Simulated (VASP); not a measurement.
CaO (Lime), 2 atoms in the cell. The structure is cubic, space group Fm-3m (No. 225). The conventional cell has a = 4.830 Å, b = 4.830 Å, c = 4.830 Å, α = 90.00°, β = 90.00°, γ = 90.00°. Within 3.2 Å of Ca (site symmetry m-3m) lie 6 O at 2.42 Å. O (site symmetry m-3m) has 6 Ca at 2.42 Å within 3.2 Å. 

| Property | Result |
| --- | --- |
| Program | VASP 6.6.1 |
| Task | relaxation of cell and atoms |
| Functional | LDA |
| Potentials or basis | VASP PAW LDA potentials, release 64 (Ca_sv, O) |
| Cutoff | 600 eV |
| k mesh | 8 × 8 × 8 |
| Occupations | fermi-dirac, width 0.02 eV |
| Spin | no spin polarisation |
| Dipole correction | no |
| Further INCAR settings | ALGO = Normal; EDIFF = 1e-06; IBRION = 2; EDIFFG = -0.005; NSW = 80; ISIF = 3 |

Potentials or basis: VASP PAW LDA potentials, release 64 (Ca_sv, O).

Command:

```sh
$ cat potpaw_LDA.64/Ca_sv/POTCAR potpaw_LDA.64/O/POTCAR > POTCAR
$ mpirun -np 1 vasp_std > vasp.out
```

Hardware: 1 thread of AMD EPYC 9R45 (Zen 5) (shared host).

Task: Estimate the wall time of this run.

Result: It took 35 s on 1 thread of AMD EPYC 9R45 (Zen 5), on a shared host, peak memory 0.13 GiB. Counts: scf iterations 31, k points 29, ion steps 3.
